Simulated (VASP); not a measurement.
Wanted: the native input for a VASP 6.6.1 run.

- Task: single point
- Functional: PBE
- Potentials or basis: VASP PAW PBE potentials, release 64 (Cs_sv, Pb_d, Cl)
- Cutoff: 520 eV
- k mesh: 6 × 6 × 6
- Occupations: gaussian, width 0.05 eV
- Spin: no spin polarisation
- Dipole correction: no
- Further INCAR settings: ALGO = Normal; EDIFF = 1e-06; NBANDS = 30

The structure of CsPbCl3 lies in POSCAR:

```
CsPbCl3
1.0
    5.7356751395      0.0000000000      0.0000000000
    0.0000000000      5.7356751395      0.0000000000
    0.0000000000      0.0000000000      5.7356751395
Cs Pb Cl
1 1 3
Direct
    0.0000000000      0.0000000000      0.0000000000
    0.5000000000      0.5000000000      0.5000000000
    0.0000000000      0.5000000000      0.5000000000
    0.5000000000      0.5000000000      0.0000000000
    0.5000000000      0.0000000000      0.5000000000
```

These files were run (other wordings do the same):

INCAR

```
SYSTEM = CsPbCl3
ALGO = Normal ; EDIFF = 1E-6
ENCUT = 520 ; GGA = PE
ISIF = 2 ; ISMEAR = 0
LASPH = .True. ; LCHARG = .True.
LELF = .True. ; LREAL = .False.
LVHAR = .True. ; LWAVE = .False.
NBANDS = 30 ; NELM = 100
PREC = Accurate ; SIGMA = 0.05
```

KPOINTS

```
k-points
0
Gamma
  6 6 6
  0 0 0
```

Potentials or basis: VASP PAW PBE potentials, release 64 (Cs_sv, Pb_d, Cl).

The run is started by

```sh
$ cat potpaw_PBE.64/Cs_sv/POTCAR potpaw_PBE.64/Pb_d/POTCAR potpaw_PBE.64/Cl/POTCAR > POTCAR
$ mpirun -np 1 vasp_std > vasp.out
```

It gave:

The pressure is 0.0 GPa and the band gap on the k mesh is 2.22 eV.

Caveat: spin-orbit coupling is left out, which moves the levels of the heavy elements.

It took 3.9 min on 1 thread of Intel Xeon 8259CL, on a shared host, peak memory 0.38 GiB.
